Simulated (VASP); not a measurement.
# Nb (Fd-3m) in VASP: further runs

The runs below take Nb through single point, with LDA.

Program: VASP 6.6.1. These are calculated values, not measurements. Logs are shortened: lines on timing, memory, paths and dates and some standing lists are left out, and cuts for length are marked.

## 1. The cell of the first run

The structure is cubic, space group Fd-3m (No. 227). Conventional cell: a = 5.757 Å, b = 5.757 Å, c = 5.757 Å, α = 90.00°, β = 90.00°, γ = 90.00°. Nb (site symmetry -43m) has 4 Nb at 2.49 Å within 3.3 Å.

## 2. Single point, LDA

File INCAR:

```
ALGO = Normal ; EDIFF = 1E-7
ENCUT = 520 ; GGA = CA
ISIF = 2 ; ISMEAR = -1
LASPH = True ; LCHARG = False
LREAL = False ; LWAVE = False
NBANDS = 20 ; NELM = 60
PREC = Accurate ; SIGMA = 0.1
```

File KPOINTS:

```
k-points
0
Gamma
  9 9 9
```

File POSCAR:

```
Nb
1.0
    0.0000000000      2.8782938612      2.8782938612
    2.8782938612      0.0000000000      2.8782938612
    2.8782938612      2.8782938612      0.0000000000
Nb
2
Direct
    0.1250000000      0.1250000000      0.1250000000
    0.8750000000      0.8750000000      0.8750000000
```

Potentials or basis: VASP PAW LDA potentials, release 64 (Nb_sv).

Started as:

```
$ cat potpaw_LDA.64/Nb_sv/POTCAR > POTCAR
$ mpirun -np 1 vasp_std > vasp.out
```

OUTCAR:

```text
EDIFF = 1E-7
   ENCUT = 520
   GGA = CA
   ISIF = 2
   ISMEAR = -1
   LASPH = True
   LREAL = False
   NELM = 60
   PREC = Accurate

 ion  position               nearest neighbor table
   1  0.125  0.125  0.125-   2 2.49   2 2.49   2 2.49   2 2.49
   2  0.875  0.875  0.875-   1 2.49   1 2.49   1 2.49   1 2.49

  LATTYP: Found a face centered cubic cell.
 ALAT       =     5.7565877224

  Lattice vectors:

 A1 = (   0.0000000000,   2.8782938612,   2.8782938612)
 A2 = (   2.8782938612,   0.0000000000,   2.8782938612)
 A3 = (   2.8782938612,   2.8782938612,   0.0000000000)

Analysis of symmetry for initial positions (statically):
=====================================================================
 Subroutine PRICEL returns:
 Original cell was already a primitive cell.

 Routine SETGRP: Setting up the symmetry group for a
 face centered cubic supercell.

 Subroutine GETGRP returns: Found 48 space group operations
 (whereof 12 operations were pure point group operations)
 out of a pool of 48 trial point group operations.

The static configuration has the point symmetry D_3d.
 The point group associated with its full space group is O_h .

Analysis of symmetry for dynamics (positions and initial velocities):
=====================================================================
 Subroutine PRICEL returns:
 Original cell was already a primitive cell.

 Routine SETGRP: Setting up the symmetry group for a
 face centered cubic supercell.

 Subroutine GETGRP returns: Found 48 space group operations
 (whereof 12 operations were pure point group operations)
 out of a pool of 48 trial point group operations.

The dynamic configuration has the point symmetry D_3d.
 The point group associated with its full space group is O_h .

 Subroutine INISYM returns: Found 48 space group operations
 (whereof 12 operations are pure point group operations),
 and found     1 'primitive' translations

----------------------------------------------------------------------------------------

                                     Primitive cell

  volume of cell :      47.6909

  direct lattice vectors                    reciprocal lattice vectors
     0.000000000  2.878293861  2.878293861    -0.173714021  0.173714021  0.173714021
     2.878293861  0.000000000  2.878293861     0.173714021 -0.173714021  0.173714021
     2.878293861  2.878293861  0.000000000     0.173714021  0.173714021 -0.173714021

  length of vectors
     4.070522215  4.070522215  4.070522215     0.300881510  0.300881510  0.300881510

  position of ions in fractional coordinates (direct lattice)
     0.125000000  0.125000000  0.125000000
     0.875000000  0.875000000  0.875000000

  ion indices of the primitive-cell ions
   primitive index   ion index
                 1           1
                 2           2

----------------------------------------------------------------------------------------

 KPOINTS: k-points

Automatic generation of k-mesh.
 Grid dimensions read from file:
 generate k-points for:    9    9    9

 Generating k-lattice:

  Cartesian coordinates                     Fractional coordinates (reciprocal lattice)
    -0.019301558  0.019301558  0.019301558     0.111111111  0.000000000  0.000000000
     0.019301558 -0.019301558  0.019301558     0.000000000  0.111111111  0.000000000
     0.019301558  0.019301558 -0.019301558     0.000000000  0.000000000  0.111111111

  Length of vectors
     0.033431279  0.033431279  0.033431279

  Shift w.r.t. Gamma in fractional coordinates (k-lattice)
     0.000000000  0.000000000  0.000000000

 Subroutine IBZKPT returns following result:
 ===========================================

 Found     35 irreducible k-points:

 Following reciprocal coordinates:
            Coordinates               Weight
  0.000000  0.000000  0.000000      1.000000
  0.111111  0.000000  0.000000      8.000000
  0.222222  0.000000  0.000000      8.000000
  0.333333  0.000000  0.000000      8.000000
  0.444444  0.000000  0.000000      8.000000
  0.111111  0.111111  0.000000      6.000000
[... 16 lines left out ...]
 -0.333333  0.333333  0.000000     12.000000
  0.444444  0.444444  0.000000      6.000000
 [... further k-points ...]
   k-points           NKPTS =     35   k-points in BZ     NKDIM =     35   number of bands    NBANDS=     20
   number of dos      NEDOS =    301   number of ions     NIONS =      2
   total plane-waves  NPLWV =  27000
   dimension x,y,z NGX =    30 NGY =   30 NGZ =   30
   dimension x,y,z NGXF=    60 NGYF=   60 NGZF=   60
   ions per type =               2
   NGX,Y,Z   is equivalent  to a cutoff of  12.25, 12.25, 12.25 a.u.
   NGXF,Y,Z  is equivalent  to a cutoff of  24.50, 24.50, 24.50 a.u.
 SYSTEM =  unknown system
   PREC   = accura    normal or accurate (medium, high low for compatibility)
   ISTART =      0    job   : 0-new  1-cont  2-samecut
   ICHARG =      2    charge: 1-file 2-atom 10-const
   ISPIN  =      1    spin polarized calculation?
   LNONCOLLINEAR =      F non collinear calculations
   LSORBIT =      F    spin-orbit coupling
   LASPH  =      T    aspherical Exc in radial PAW
   ENCUT  =  520.0 eV  38.22 Ry    6.18 a.u.   7.57  7.57  7.57*2*pi/ulx,y,z
   NELM   =     60;   NELMIN=  2; NELMDL= -5     # of ELM steps
   EDIFF  = 0.1E-06   stopping-criterion for ELM
   LREAL  =      F    real-space projection
   EDIFFG = 0.1E-05   stopping-criterion for IOM
   NSW    =      0    number of steps for IOM
   IBRION =     -1    ionic relax: 0-MD 1-quasi-New 2-CG
   NFREE  =      0    steps in history (QN), initial steepest desc. (CG)
   ISIF   =      2    stress and relaxation
   ISYM   =      2    0-nonsym 1-usesym 2-fastsym
   POTIM  = 0.5000    time-step for ionic-motion
   TEBEG  =    0.0;   TEEND  =   0.0 temperature during run
   PSTRESS=    0.0 pullay stress
   NELECT =      26.0000    total number of electrons
   NUPDOWN=      -1.0000    fix difference up-down
   EMIN   =  10.00;   EMAX   =-10.00  energy-range for DOS
   EFERMI =   0.00;   METHOD = LEGACY
   ISMEAR =    -1;   SIGMA  =   0.10  broadening in eV -4-tet -1-fermi 0-gaus
   EFERMI_NEDOS =   21; number of points for ismear=-14 and -15
   IALGO  =     38    algorithm
   IMIX   =      4    mixing-type and parameters
     AMIX     =   0.40;   BMIX     =  1.00
     AMIX_MAG =   1.60;   BMIX_MAG =  1.00
  volume/ion in A,a.u.               =      23.85       160.92
  Fermi-wavevector in a.u.,A,eV,Ry     =   1.337378  2.527278 24.335104  1.788580
  Thomas-Fermi vector in A             =   2.465931
   LORBIT       =      0    0 simple, 1 ext, 2 COOP (PROOUT), +10 PAW based schemes
   GGA     = CA    functional components
   LHFCALC =     F    Hartree Fock is set to
   AEXX    =    0.0000 exact exchange contribution
   IVDW    =     0    specifies the selected vdW correction
   LEPSILON=     F    determine dielectric tensor
   LRPA    =     F    only Hartree local field effects (RPA)
 non-spin polarized calculation
  energy-cutoff  :      520.00
  volume of cell :       47.69
 maximum number of plane-waves:      1299
   NGX = 15   NGY = 15   NGZ = 15

 number of electron      25.9999998 magnetization

 Free energy of the ion-electron system (eV)
  ---------------------------------------------------
  ext. energy  EPLUGINS =         0.00000000
  ---------------------------------------------------
  free energy    TOTEN  =       -17.32800431 eV

  energy without entropy =      -17.22558515  energy(sigma->0) =      -17.27679473

 E-fermi :   7.3268     XC(G=0): -10.9131

 val. band max:        7.3057977099   @ k =  -0.3333   0.1111   0.0000
 cond. band min:       7.3737872172   @ k =  -0.4444   0.4444   0.1111
 fundamental gap:      0.0679895073
 Fermi energy:         7.3267798258

 k-point     1 :       0.0000    0.0000    0.0000
  band No.  band energies     occupation
      1     -46.9440      2.00000
      2     -46.0444      2.00000
      3     -23.5408      2.00000
      4     -23.5408      2.00000
      5     -23.5408      2.00000
      6     -22.1802      2.00000
[... 12 lines left out ...]
     19      13.0118      0.00000
     20      18.1430      0.00000

 k-point     2 :       0.1111    0.0000    0.0000
  band No.  band energies     occupation
      1     -46.9247      2.00000
      2     -46.0656      2.00000
      3     -23.5625      2.00000
      4     -23.5625      2.00000
      5     -23.5412      2.00000
      6     -22.1787      2.00000
[... 12 lines left out ...]
     19      12.9689      0.00000
     20      17.4923      0.00000

 k-point     3 :       0.2222    0.0000    0.0000
  band No.  band energies     occupation
      1     -46.8710      2.00000
      2     -46.1240      2.00000
      3     -23.6145      2.00000
      4     -23.6145      2.00000
      5     -23.5437      2.00000
      6     -22.1729      2.00000
[... 12 lines left out ...]
     19      12.8204      0.00000
     20      17.0795      0.00000

 k-point     4 :       0.3333    0.0000    0.0000
  band No.  band energies     occupation
      1     -46.7973      2.00000
      2     -46.2030      2.00000
      3     -23.6691      2.00000
      4     -23.6691      2.00000
      5     -23.5492      2.00000
      6     -22.1627      2.00000
[... 12 lines left out ...]
     19      12.5224      0.00000
     20      14.8240      0.00000

 k-point     5 :       0.4444    0.0000    0.0000
  band No.  band energies     occupation
      1     -46.7363      2.00000
      2     -46.2675      2.00000
      3     -23.7026      2.00000
      4     -23.7026      2.00000
      5     -23.5543      2.00000
      6     -22.1541      2.00000
[... 12 lines left out ...]
     19      12.1333      0.00000
     20      12.9942      0.00000

 k-point     6 :       0.1111    0.1111    0.0000
  band No.  band energies     occupation
      1     -46.9180      2.00000
      2     -46.0729      2.00000
      3     -23.5887      2.00000
      4     -23.5887      2.00000
      5     -23.4994      2.00000
      6     -22.2239      2.00000
[... 12 lines left out ...]
     19      13.1790      0.00000
     20      17.3255      0.00000

 k-point     7 :       0.2222    0.1111    0.0000
  band No.  band energies     occupation
      1     -46.8750      2.00000
      2     -46.1197      2.00000
      3     -23.6432      2.00000
      4     -23.6425      2.00000
      5     -23.4665      2.00000
      6     -22.2556      2.00000
[... 12 lines left out ...]
     19      13.2012      0.00000
     20      17.0828      0.00000
[... 277 lines left out ...]
 k-point    20 :       0.3333    0.3333    0.0000
  band No.  band energies     occupation
      1     -46.7268      2.00000
      2     -46.2775      2.00000
      3     -23.8039      2.00000
      4     -23.8039      2.00000
      5     -23.2018      2.00000
      6     -22.5316      2.00000
[... 12 lines left out ...]
     19      13.1488      0.00000
     20      15.4339      0.00000

 k-point    21 :       0.4444    0.3333    0.0000
  band No.  band energies     occupation
      1     -46.6531      2.00000
      2     -46.3541      2.00000
      3     -23.8541      2.00000
      4     -23.8341      2.00000
      5     -23.1040      2.00000
      6     -22.6244      2.00000
[... 12 lines left out ...]
     19      12.9849      0.00000
     20      13.9742      0.00000

 k-point    22 :      -0.4444    0.3333    0.0000
  band No.  band energies     occupation
      1     -46.5905      2.00000
      2     -46.4183      2.00000
      3     -23.9005      2.00000
      4     -23.8293      2.00000
      5     -23.0530      2.00000
      6     -22.6619      2.00000
[... 12 lines left out ...]
     19      12.3775      0.00000
     20      12.7995      0.00000

 k-point    23 :      -0.3333    0.3333    0.0000
  band No.  band energies     occupation
      1     -46.6163      2.00000
      2     -46.3919      2.00000
      3     -23.9126      2.00000
      4     -23.7913      2.00000
      5     -23.1349      2.00000
      6     -22.5690      2.00000
[... 12 lines left out ...]
     19      12.9287      0.00000
     20      13.1453      0.00000

 k-point    24 :       0.4444    0.4444    0.0000
  band No.  band energies     occupation
      1     -46.5825      2.00000
      2     -46.4265      2.00000
      3     -23.8670      2.00000
      4     -23.8670      2.00000
      5     -22.9839      2.00000
      6     -22.7522      2.00000
[... 12 lines left out ...]
     19      13.0456      0.00000
     20      13.4819      0.00000

 [... further k-points ...]
[... 5 lines left out ...]
  --------------------------------------------------------------------------------------
  -------------------------------------------------------------------------------------
  Total        0.0113482      0.0113482      0.0113482      0.0000000      0.0000000      0.0000000
  in kB        0.3812438      0.3812438      0.3812438      0.0000000      0.0000000      0.0000000
  external PRESSURE =       0.3812438 kB  Pullay stress =       0.0000000 kB

 VOLUME and BASIS-vectors are now :
 -----------------------------------------------------------------------------
  energy-cutoff  :      520.00
  volume of cell :       47.69
      direct lattice vectors                 reciprocal lattice vectors
     0.000000000  2.878293861  2.878293861    -0.173714021  0.173714021  0.173714021
     2.878293861  0.000000000  2.878293861     0.173714021 -0.173714021  0.173714021
     2.878293861  2.878293861  0.000000000     0.173714021  0.173714021 -0.173714021

 POSITION                                       TOTAL-FORCE (eV/Angst)
 -----------------------------------------------------------------------------------
      0.71957      0.71957      0.71957        -0.000000      0.000000     -0.000000
      5.03701      5.03701      5.03701         0.000000     -0.000000      0.000000
 -----------------------------------------------------------------------------------
    total drift:                               -0.000000      0.000000      0.000000

  FREE ENERGIE OF THE ION-ELECTRON SYSTEM (eV)
  ---------------------------------------------------
  free  energy   TOTEN  =       -17.3280043098 eV

  energy  without entropy=      -17.2255851519  energy(sigma->0) =      -17.27679473
```

Wall time 61 s (1 thread of AMD EPYC 7R13, shared host); peak memory 0.13 GiB.

What came out:

```yaml
Free_energy: -17.3280 eV
Pressure: 0.0 GPa
Band_gap_on_the_k_mesh: zero (band 13 reaches 7.89 eV, above the bottom of band 14 at 6.55 eV)
```

## 3. Single point, LDA (volume scaled by 0.92)

File INCAR:

```
  ALGO = Normal
  EDIFF = 1E-6
  ENCUT = 520
  GGA = CA
  ISIF = 2
  ISMEAR = -1
  LASPH = T
  LCHARG = F
  LREAL = F
  LWAVE = F
  NBANDS = 20
  NELM = 60
  PREC = Accurate
  SIGMA = 0.1
```

File KPOINTS:

```
k-points
0
Gamma
  11 11 11
```

File POSCAR:

```
Nb
1.0
    0.0000000000      2.7993964480      2.7993964480
    2.7993964480      0.0000000000      2.7993964480
    2.7993964480      2.7993964480      0.0000000000
Nb
2
Direct
    0.1250000000      0.1250000000      0.1250000000
    0.8750000000      0.8750000000      0.8750000000
```

Potentials or basis: VASP PAW LDA potentials, release 64 (Nb_sv).

Started as:

```
$ cat potpaw_LDA.64/Nb_sv/POTCAR > POTCAR
$ mpirun -np 1 vasp_std > vasp.out
```

Run time: 85 s. Hardware: 1 thread of AMD EPYC 7R13, shared host; peak memory 0.14 GiB.

Results (log left out):

| Item | Value |
| --- | --- |
| Free energy | -17.2320 eV |
| Pressure | 8.2 GPa |
| Band gap on the k mesh | zero (band 13 reaches 9.19 eV, above the bottom of band 14 at 7.34 eV) |

Levels at points of the mesh, in eV from the Fermi level:
| k point | band 9 | band 10 | band 11 | band 12 | band 13 | band 14 | band 15 | band 16 | band 17 | band 18 |
| --- | --- | --- | --- | --- | --- | --- | --- | --- | --- | --- |
| (0.00, 0.00, 0.00) | -4.77 | -2.02 | -2.02 | -0.62 | -0.62 | -0.62 | 2.21 | 2.21 | 2.21 | 6.20 |

(Part 1 of 2 ends here.)
